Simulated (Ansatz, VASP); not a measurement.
# Cu in VASP and in Ansatz

```
Cu
1.0
     1.92253   -3.25834    0.00000
     1.92253    3.25834    0.00000
     0.00000    0.00000    3.85018
Cu
4
Direct
  0.15250 0.84750 0.07850
  0.65250 0.34750 0.42150
  0.84750 0.15250 0.92150
  0.34750 0.65250 0.57850
```

Alike in both runs: task relaxation of cell and atoms; functional PBE; k mesh 6 × 6 × 4; occupations gaussian, width 0.1 eV; no spin polarisation.

|  | VASP | Ansatz |
| --- | --- | --- |
| version | VASP 6.6.1 | Ansatz 0.2.0 |
| potentials or method | VASP PAW PBE potentials, release 64 (Cu), cutoff 600 eV | scalar-relativistic, plane waves, PAW |
| valence electrons in the cell | 44 | 76 |

Ansatz gave:

| Item | Value |
| --- | --- |
| gap on the k mesh at the Fermi level, each at its own relaxed structure (eV) | none |
| relaxed volume (Å³/atom) | 12.63 |
| relaxed cell length with the largest relative difference (Å) | 2.558 |

Q: What did VASP give for the same quantities?

A: gap on the k mesh at the Fermi level, each at its own relaxed structure (eV): none; relaxed volume (Å³/atom): 12.62; relaxed cell length with the largest relative difference (Å): 4.254.

A gap of «none» marks a metal or a gap that the smearing closes. One of these differences is far larger than is usual between the two programs; its cause wasn't traced. VASP's potentials hold 44 valence electrons a cell and Ansatz's 76, so a difference there can come from the potentials and not from the codes.

The k mesh is coarse, so the values compare programs but aren't converged.
